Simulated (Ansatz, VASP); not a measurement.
## One calculation of SiNi2, two programs

```
Si Ni
1.0
     3.86846    0.00000    0.00000
    -1.93423    3.35019    0.00000
     0.00000    0.00000    4.91699
Si Ni
2 4
Direct
  0.33333 0.66667 0.75000
  0.66667 0.33333 0.25000
  0.00000 0.00000 0.98475
  0.00000 0.00000 0.51525
  0.33333 0.66667 0.25000
  0.66667 0.33333 0.75000
```

Change from the starting cell: mode 14 (307.9 1/cm) frozen in, largest displacement +0.075 Å.

Alike in both runs: task single point; functional PBEsol; k mesh 12 × 12 × 10; occupations gaussian, width 0.15 eV; no spin polarisation.

|  | VASP | Ansatz |
| --- | --- | --- |
| version | VASP 6.6.1 | Ansatz 0.2.0 |
| potentials or method | VASP PAW PBE potentials, release 64 (Si, Ni), cutoff 520 eV | scalar-relativistic, plane waves, PAW |
| valence electrons in the cell | 48 | 80 |

|  | VASP | Ansatz | Ansatz less VASP |
| --- | --- | --- | --- |
| gap on the k mesh at the Fermi level (eV) | none | none | - |
| pressure (GPa) | 1.2 | 1.0 | -0.24 |
| traceless stress, the component that is largest in VASP (GPa) | 0.82 | 0.99 | +0.172 |
| rms of the force components (eV/Å) | 0.531 | 0.535 | +0.0043 |

VASP's potentials were made for PBE, not for PBEsol. Atom by atom the forces differ by 0.004 eV/Å (rms over components). A gap of «none» marks a metal or a gap that the smearing closes. The functional is the same, so the differences come from potentials, cutoffs and numerics. VASP's potentials hold 48 valence electrons a cell and Ansatz's 80, so a difference there can come from the potentials and not from the codes.
